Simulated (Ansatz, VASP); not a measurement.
# TaN in VASP and in Ansatz

```
Ta N
1.0
     2.93643    0.00000    0.00000
    -1.46821    2.54302    0.00000
     0.00000    0.00000    2.88444
Ta N
1 1
Direct
  0.00000 0.00000 0.50000
  0.66667 0.33333 0.00000
```

Alike in both runs: functional r2SCAN; k mesh 21 × 21 × 20; occupations fermi-dirac, width 0.15 eV; no spin polarisation.

Ansatz relaxed the structure, and its values are those at the end. VASP's run is a single point on that final structure, the one shown.

|  | VASP | Ansatz |
| --- | --- | --- |
| version | VASP 6.6.1 | Ansatz 0.2.0 |
| potentials or method | VASP PAW PBE potentials, release 64 (Ta_pv, N), cutoff 520 eV | scalar-relativistic, plane waves, PAW |
| valence electrons in the cell | 16 | 18 |

|  | VASP | Ansatz | Ansatz less VASP |
| --- | --- | --- | --- |
| gap on the k mesh at the Fermi level (eV) | none | none | - |
| pressure (GPa) | 1.6 | 0.0 | -1.57 |

VASP's potentials were made for PBE, not for r2SCAN. A gap of «none» marks a metal or a gap that the smearing closes. The functional is the same, so the differences come from potentials, cutoffs and numerics. VASP's potentials hold 16 valence electrons a cell and Ansatz's 18, so a difference there can come from the potentials and not from the codes.

Neither program's run includes spin-orbit coupling.
